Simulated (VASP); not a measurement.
Input of a VASP 6.6.1 run:

Contents of INCAR:

```
  PREC = Accurate
  ENCUT = 600
  EDIFF = 1E-6
  ISMEAR = -1
  SIGMA = 0.05
  LREAL = F
  LASPH = T
  NELM = 100
  ALGO = Normal
  ISIF = 3
  LWAVE = F
  LCHARG = F
  GGA = B5
  ALDAX = 1.0
  AGGAX = 1.0
  AGGAC = 1.0
  ALDAC = 0.0
  IBRION = 2
  NSW = 60
  EDIFFG = -0.01
```

KPOINTS

```
regular mesh
0
Gamma
  9 9 9
```

POSCAR

```
SrO
1.0
    0.0000000000      2.5663000000      2.5663000000
    2.5663000000      0.0000000000      2.5663000000
    2.5663000000      2.5663000000      0.0000000000
Sr O
1 1
Direct
    0.5000000000      0.5000000000      0.5000000000
    0.0000000000      0.0000000000      0.0000000000
```

Potentials or basis: VASP PAW PBE potentials, release 64 (Sr_sv, O).

Launch:

```console
$ cat potpaw_PBE.64/Sr_sv/POTCAR potpaw_PBE.64/O/POTCAR > POTCAR
$ mpirun -np 1 vasp_std > vasp.out
```

Problem. Estimate the relaxed cell.

Solution. a = 3.717 Å, b = 3.717 Å, c = 3.717 Å, α = 60.00°, β = 60.00°, γ = 60.00°.

Problem. Predict the relaxed volume.

Solution. 18.16 Å³/atom.

Step by step:
| step | energy change (eV) | largest force (eV/Å) | pressure (GPa) | volume (Å³) |
| --- | --- | --- | --- | --- |
| 1 | 0.0000 | 0.0000 | 6.85 | 33.80 |
| 2 | -0.0421 | 0.0000 | -2.29 | 37.46 |
| 3 | -0.0503 | 0.0000 | 0.02 | 36.32 |

Caveat: the PAW data sets were made with another functional, which shifts forces and pressure a little. BLYP gives volumes clearly too large for solids.
